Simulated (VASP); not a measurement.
# AlN in VASP: notebook, part 2 of 3

VASP 6.6.1.

## Step 3: Single point, PBE

INCAR reads:

```
ALGO = Normal
EDIFF = 1E-6
ENCUT = 520
GGA = PE
ISIF = 2
ISMEAR = -1
ISYM = 0
LASPH = True
LCHARG = True
LELF = True
LREAL = False
LVHAR = True
LWAVE = False
NBANDS = 41
NELM = 100
PREC = Accurate
SIGMA = 0.05
```

KPOINTS reads:

```
k-points
0
Gamma
  1 1 1
```

POSCAR reads:

```
AlN
1.0
    5.2253880000      0.0754520000     -0.0146810000
    0.0754520000      5.6076760000      0.1886370000
   -0.0146810000      0.1886370000      5.5019230000
Al N
7 7
Direct
    0.3614524021      0.8137045594      0.1650215199
    0.0720882705      0.5119127436      0.5502366434
    0.9282060385      0.1053448051      0.8004339692
    0.4124796041      0.3965251988     -0.0347665191
    0.8862365405      0.5918256644      1.0824340182
    0.4446974200      0.0423924072      0.5862784387
    0.8886748945      0.0672310917      0.2813738696
    0.0368346824      0.7455957932      0.7921940777
    0.2056749420      0.5078526867      0.2420049693
    0.7017659227      0.7949777010      0.2768809045
    0.3582546726      0.7646627022      0.8288261865
    0.7532753627      0.2930207766      1.0276578344
    0.2239360554      0.2575779383      0.7347283624
    0.7483965512      0.1973976265      0.5294192074
```

Potentials or basis: VASP PAW PBE potentials, release 64 (Al, N).

The run is started by

```bash
> cat potpaw_PBE.64/Al/POTCAR potpaw_PBE.64/N/POTCAR > POTCAR
> mpirun -np 1 vasp_gam > vasp.out
```

OUTCAR:

```text
EDIFF = 1E-6
   ENCUT = 520
   GGA = PE
   ISIF = 2
   ISMEAR = -1
   ISYM = 0
   LASPH = True
   LREAL = False
   NELM = 100
   PREC = Accurate

 ion  position               nearest neighbor table
   1  0.361  0.814  0.165-  10 1.88  11 1.89   9 1.94   4 2.66   6 2.76   5 2.86   7 2.91   5 3.03
                             2 3.06   7 3.22   3 3.34
   2  0.072  0.512  0.550-   9 1.84  13 1.85   8 1.94  14 2.49   3 2.71   5 2.75   4 2.92   1 3.06
                             5 3.15   7 3.16   6 3.23
   3  0.928  0.105  0.800-  14 1.80  13 1.81  12 1.91   8 2.09   7 2.65   2 2.71   6 2.82   7 2.89
                             6 2.97   5 3.19   4 3.21   5 3.23   4 3.28   1 3.34
   4  0.412  0.397  0.965-  13 1.83  12 1.88   9 2.00  11 2.16   1 2.66   5 2.82   2 2.92   6 2.98
                             5 3.02   3 3.21   3 3.28
   5  0.886  0.592  0.082-  10 1.87  12 1.88   9 1.91   8 1.94   2 2.75   4 2.82   1 2.86   7 2.95
                             4 3.02   1 3.03   7 3.07   2 3.15   3 3.19   3 3.23
[... 208 lines left out ...]
------------------------ aborting loop because EDIFF is reached ----------------------------------------

  FORCE on cell =-STRESS in cart. coord.  units (eV):
  Direction    XX          YY          ZZ          XY          YZ          ZX
  --------------------------------------------------------------------------------------
  -------------------------------------------------------------------------------------
  Total       -6.3411242     -6.9917438     12.5440577      2.2185623      1.9460358      3.1772837
  in kB      -63.1031329    -69.5777161    124.8310742     22.0778255     19.3658022     31.6184563
  external PRESSURE =      -2.6165916 kB  Pullay stress =       0.0000000 kB

 VOLUME and BASIS-vectors are now :
 -----------------------------------------------------------------------------
  energy-cutoff  :      520.00
  volume of cell :      161.00
      direct lattice vectors                 reciprocal lattice vectors
     5.225388000  0.075452000 -0.014681000     0.191412514 -0.002595655  0.000599747
     0.075452000  5.607676000  0.188637000    -0.002595655  0.178568100 -0.006129249
    -0.014681000  0.188637000  5.501923000     0.000599747 -0.006129249  0.181966379

 POSITION                                       TOTAL-FORCE (eV/Angst)
 -----------------------------------------------------------------------------------
      1.94770      4.62139      1.05612         0.190651      0.234867      0.961868
      0.40724      2.97988      3.12287        -0.488538     -0.124867     -0.422122
      4.84643      0.81177      4.41017        -0.268121     -0.380619     -0.176796
      2.17111      2.43679      5.37938        -0.063426      0.110812      1.007249
      4.67437      3.40118      0.55217         0.481401     -0.668699      0.242375
      2.31831      0.38187      3.22713        -0.190509     -0.283552     -0.296109
      4.64461      0.49714      1.54773        -0.313719      0.162638     -0.325319
      0.23710      4.33328      4.49870         0.453104      1.498054     -0.328985
      1.10950      2.90904      1.42427         0.037942     -0.123106     -0.124403
      3.72292      4.56316      1.66304        -0.057638      0.102734     -0.238081
      1.91755      4.47136      4.69912        -0.120390     -0.197430     -0.551082
      3.95786      1.70522      0.19639        -0.114720      0.348764     -0.479567
      1.17880      1.59991      4.08772         0.783167     -0.361826     -0.190739
      3.91778      1.26328      2.93907        -0.329205     -0.317769      0.921713
 -----------------------------------------------------------------------------------
    total drift:                                0.000176     -0.000136      0.000360

  FREE ENERGIE OF THE ION-ELECTRON SYSTEM (eV)
  ---------------------------------------------------
  free  energy   TOTEN  =       -95.9670192478 eV

  energy  without entropy=      -95.9670192478  energy(sigma->0) =      -95.96701925
```

OSZICAR:

```text
N       E                     dE             d eps       ncg     rms          rms(c)
DAV:   1     0.372088527433E+03    0.37209E+03   -0.29150E+04    82   0.127E+03
DAV:   2    -0.720392128501E+02   -0.44413E+03   -0.41785E+03   116   0.281E+02
DAV:   3    -0.111029110739E+03   -0.38990E+02   -0.38589E+02   100   0.892E+01
DAV:   4    -0.111835391309E+03   -0.80628E+00   -0.80536E+00   108   0.143E+01
DAV:   5    -0.111848193932E+03   -0.12803E-01   -0.12801E-01   108   0.177E+00    0.220E+01
DAV:   6    -0.961170489818E+02    0.15731E+02   -0.56802E+01    92   0.329E+01    0.812E+00
DAV:   7    -0.961162455948E+02    0.80339E-03   -0.34016E+00   108   0.903E+00    0.539E+00
DAV:   8    -0.959800200238E+02    0.13623E+00   -0.48437E-01    91   0.359E+00    0.140E+00
DAV:   9    -0.959640779884E+02    0.15942E-01   -0.67495E-02   108   0.179E+00    0.468E-01
DAV:  10    -0.959662556665E+02   -0.21777E-02   -0.29008E-02    91   0.836E-01    0.318E-01
DAV:  11    -0.959668266678E+02   -0.57100E-03   -0.34172E-03   100   0.370E-01    0.115E-01
DAV:  12    -0.959669851683E+02   -0.15850E-03   -0.83959E-04    92   0.184E-01    0.383E-02
DAV:  13    -0.959670141781E+02   -0.29010E-04   -0.15981E-04   100   0.611E-02    0.248E-02
DAV:  14    -0.959670167922E+02   -0.26141E-05   -0.17077E-05   108   0.266E-02    0.113E-02
DAV:  15    -0.959670190419E+02   -0.22496E-05   -0.72958E-06    84   0.144E-02    0.295E-03
DAV:  16    -0.959670192478E+02   -0.20599E-06   -0.97491E-07    68   0.582E-03
   1 F= -.95967019E+02 E0= -.95967019E+02  d E =-.588838E-10
```

It took 37 s on 1 thread of Intel Xeon 8259CL, shared host; peak memory 0.23 GiB.

What came out:

```yaml
Free_energy: -95.9670 eV
Pressure: -0.3 GPa
Largest_force: 1.599 eV/Å
Band_gap_on_the_k_mesh: 3.25 eV
```

Forces on the atoms (eV/Å):
```
Al   0.191  0.235  0.962
Al  -0.489 -0.125 -0.422
Al  -0.268 -0.381 -0.177
Al  -0.063  0.111  1.007
Al   0.481 -0.669  0.242
Al  -0.191 -0.284 -0.296
Al  -0.314  0.163 -0.325
N    0.453  1.498 -0.329
N    0.038 -0.123 -0.124
N   -0.058  0.103 -0.238
N   -0.120 -0.197 -0.551
N   -0.115  0.349 -0.480
N    0.783 -0.362 -0.191
N   -0.329 -0.318  0.922
```

Stress tensor (GPa, compression positive):
```
-6.31  2.21  3.16
 2.21 -6.96  1.94
 3.16  1.94 12.48
```

Caveat: the k points lie up to 1.20 Å⁻¹ apart.

## Step 4: Single point, PBE

This run uses another cell than the first one, of 11.60 Å³/atom, 1.009 times its volume.

INCAR reads:

```
  ALGO = Normal
  EDIFF = 1E-7
  ENCUT = 520
  GGA = PE
  ISIF = 2
  ISMEAR = 0
  ISYM = 0
  LASPH = T
  LCHARG = F
  LREAL = F
  LWAVE = F
  NBANDS = 41
  NELM = 80
  PREC = Accurate
  SIGMA = 0.1
```

KPOINTS reads:

```
Automatic mesh
0
Gamma
  2 2 2
  0.5 0.5 0.5
```

POSCAR reads:

```
AlN
1.0
    5.1974482156      0.1344769162      0.5179847477
    0.1596106058      5.4109053023     -0.1144987581
    0.5539961732     -0.1345927124      5.8384227561
Al N
7 7
Direct
    0.3003911932      0.8549200685      0.1572852024
    0.0893291032      0.4492302330      0.5484874147
    0.9681598954      0.0849546360      0.8046281085
    0.4053628059      0.4029764516      0.9477714709
    0.8628247263      0.6138439487      0.1048316690
    0.5177202877     -0.0220926237      0.5983165296
    0.8498165931      0.1160991419      0.2535513237
    0.0709349497      0.7296490016      0.7932982785
    0.1569507887      0.5323411017      0.2352660356
    0.6082222249      0.8511845295      0.2819584094
    0.3735656112      0.7383861854      0.8257937817
    0.7264774299      0.3108747630      0.0350661446
    0.2757010060      0.2360671011      0.7133423604
    0.8165168130      0.1915873102      0.5631264060
```

Potentials or basis: VASP PAW PBE potentials, release 64 (Al, N).

The run is started by

```bash
> cat potpaw_PBE.64/Al/POTCAR potpaw_PBE.64/N/POTCAR > POTCAR
> mpirun -np 1 vasp_std > vasp.out
```

OUTCAR:

```text
EDIFF = 1E-7
   ENCUT = 520
   GGA = PE
   ISIF = 2
   ISMEAR = 0
   ISYM = 0
   LASPH = T
   LREAL = F
   NELM = 80
   PREC = Accurate

 ion  position               nearest neighbor table
   1  0.300  0.855  0.157-  10 1.89   9 1.97  11 1.98   7 2.63   4 2.67   5 2.75   6 3.08   5 3.11
                             3 3.19   4 3.29   2 3.32   6 3.36
   2  0.089  0.449  0.548-   9 1.88  13 1.88   8 2.03  14 2.04   3 2.56   7 2.94   4 3.12   5 3.20
                             1 3.32   5 3.32   6 3.36
   3  0.968  0.085  0.805-  13 1.84  14 1.85   8 1.96  12 1.99   2 2.56   7 2.58   6 2.91   6 2.92
[... 359 lines left out ...]
  volume of cell :      162.42
      direct lattice vectors                 reciprocal lattice vectors
     5.197448216  0.134476916  0.517984748     0.194413247 -0.006128144 -0.018588753
     0.159610606  5.410905302 -0.114498758    -0.005263350  0.185068063  0.004765789
     0.553996173 -0.134592712  5.838422756    -0.017351560  0.004173105  0.173021792

 POSITION                                       TOTAL-FORCE (eV/Angst)
 -----------------------------------------------------------------------------------
      1.78486      4.64512      0.97601        -0.028958      0.006929      0.006616
      0.83985      2.36893      3.19714         0.017997      0.005838     -0.023395
      5.49128      0.48158      5.18952         0.008142     -0.000896      0.015606
      2.69623      2.10742      5.69732        -0.007095     -0.008313      0.020672
      4.64054      3.42337      0.98870         0.022721      0.017438      0.018400
      3.17837      5.28046      3.64943        -0.013973      0.008201      0.010489
      4.57587      0.70836      1.90724         0.024985     -0.005451     -0.031606
      0.92462      3.85083      4.58481        -0.022778     -0.019302     -0.024567
      1.03105      2.86989      1.39393         0.013648     -0.009809     -0.009956
      3.45327      4.64952      1.86378         0.011535     -0.004170      0.001996
      2.51693      3.93443      4.93029         0.009399     -0.005587     -0.001510
      3.84487      1.77509      0.54544        -0.016202      0.015861     -0.009708
      1.86581      1.21840      4.28057        -0.005684     -0.006723     -0.005065
      4.58635      1.07067      3.68878        -0.013737      0.005983      0.032028
 -----------------------------------------------------------------------------------
    total drift:                               -0.000177     -0.000143      0.000429

  FREE ENERGIE OF THE ION-ELECTRON SYSTEM (eV)
  ---------------------------------------------------
  free  energy   TOTEN  =       -95.7798308724 eV

  energy  without entropy=      -95.7798308724  energy(sigma->0) =      -95.77983087
```

stdout:

```text
POSCAR found type information on POSCAR AlN
 POSCAR found :  2 types and      14 ions
 scaLAPACK will be used
 LDA part: xc-table for (Slater+PW92), standard interpolation
 POSCAR, INCAR and KPOINTS ok, starting setup
 FFT: planning ... GRIDC
 FFT: planning ... GRID_SOFT
 FFT: planning ... GRID
 WAVECAR not read
 entering main loop
```

It took 19 s on 1 thread of Intel Xeon 6975P-C (Granite Rapids), shared host; peak memory 0.25 GiB.

What came out:

| Property | Result |
| --- | --- |
| Free energy | -95.7798 eV |
| Pressure | -0.2 GPa |
| Largest force | 0.041 eV/Å |
| Band gap on the k mesh | 2.24 eV, indirect (least direct gap 2.33 eV) |

Forces in eV/Å, atoms in the order of the input:
```
Al  -0.029  0.007  0.007
Al   0.018  0.006 -0.023
Al   0.008 -0.001  0.016
Al  -0.007 -0.008  0.021
Al   0.023  0.017  0.018
Al  -0.014  0.008  0.010
Al   0.025 -0.005 -0.032
N   -0.023 -0.019 -0.025
N    0.014 -0.010 -0.010
N    0.012 -0.004  0.002
N    0.009 -0.006 -0.002
N   -0.016  0.016 -0.010
N   -0.006 -0.007 -0.005
N   -0.014  0.006  0.032
```

Caveat: the k points lie up to 0.61 Å⁻¹ apart.

## Step 5: Molecular dynamics, PBE

INCAR reads:

```
SYSTEM = AlN
ALGO     = Normal         ! electronic algorithm
EDIFF    = 1E-5           ! SCF threshold, eV
ENCUT    = 520            ! plane-wave cutoff, eV
GGA      = PE             ! functional
IBRION   = 0              ! ionic algorithm
ISIF     = 2              ! what is computed and relaxed
ISMEAR   = -1             ! smearing method
ISYM     = 0            
LANGEVIN_GAMMA= 30 30        
LASPH    = .TRUE.         ! aspherical terms in the spheres
LCHARG   = .FALSE.        ! write CHGCAR
LREAL    = .FALSE.        ! projectors in reciprocal space
LWAVE    = .FALSE.        ! write WAVECAR
MDALGO   = 3            
NBANDS   = 41             ! bands
NELM     = 60             ! most SCF steps
NELMIN   = 4            
NSW      = 40             ! ionic steps
POTIM    = 2.0            ! step
PREC     = Accurate       ! precision mode
RANDOM_SEED= 27168 0 0    
SIGMA    = 0.3275         ! smearing width, eV
TEBEG    = 3800.0       
TEEND    = 3800.0
```

KPOINTS reads:

```
k-points
0
G
  1 1 1
  0 0 0
```

POSCAR reads:

```
AlN
1.0
    5.2253880000      0.0754520000     -0.0146810000
    0.0754520000      5.6076760000      0.1886370000
   -0.0146810000      0.1886370000      5.5019230000
Al N
7 7
Direct
    0.7882220054      0.8649311299      0.8367435481
    0.0432625395      0.7713027196      0.4385481670
    0.2554679227      0.2373768338      0.6254403829
    0.1829927852      0.1540413912      0.1133297689
    0.2846927283      0.6951624302      0.9555299905
    0.6067947664      0.3928747411      0.6815122902
    0.5810617056      0.3983783160      0.2650495932
    0.1543816670      0.9554505802      0.7690437839
    0.3354444045      0.6101218200      0.3608216086
    0.9411388542      0.7576519706      0.1239707336
    0.5725208077      0.1083792201      0.5536028540
    0.7974490483      0.9503261692      0.2052474520
    0.4271463495      0.3462265623      0.9774287754
    0.8794155109      0.5022565901      0.6077026349
```

The run is started by

```bash
> cat potpaw_PBE.64/Al/POTCAR potpaw_PBE.64/N/POTCAR > POTCAR
> mpirun -np 1 vasp_gam > vasp.out
```

It took 3.5 min on 1 thread of Intel Xeon 6975P-C (Granite Rapids), shared host; peak memory 0.25 GiB.

Caveat: the k points lie up to 1.20 Å⁻¹ apart.

[end of part 2 of 3]
